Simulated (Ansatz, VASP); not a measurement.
Two plane-wave programs on KCl

```
K Cl
1.0
     0.00000    3.22306    3.22306
     3.22306    0.00000    3.22306
     3.22306    3.22306    0.00000
K Cl
1 1
Cartesian
  0.0000 0.0000 0.0000
  3.2231 3.2231 3.2231
```

Alike in both runs: task single point; functional r2SCAN; k mesh 7 × 7 × 7; occupations gaussian, width 0.0183 eV; no spin polarisation.

|  | VASP | Ansatz |
| --- | --- | --- |
| version | VASP 6.6.1 | Ansatz 0.2.0 |
| potentials or method | VASP PAW PBE potentials, release 64 (K_sv, Cl), cutoff 520 eV | PAW plane waves |
| valence electrons in the cell | 16 | 16 |

|  | VASP | Ansatz | Ansatz less VASP |
| --- | --- | --- | --- |
| gap on the k mesh at the Fermi level (eV) | 5.58 | 5.58 | -0.003 |
| pressure (GPa) | -1.2 | -1.2 | +0.04 |

VASP's potentials were made for PBE, not for r2SCAN. With one functional, cell and mesh, what is left measures potentials, basis and numerics.
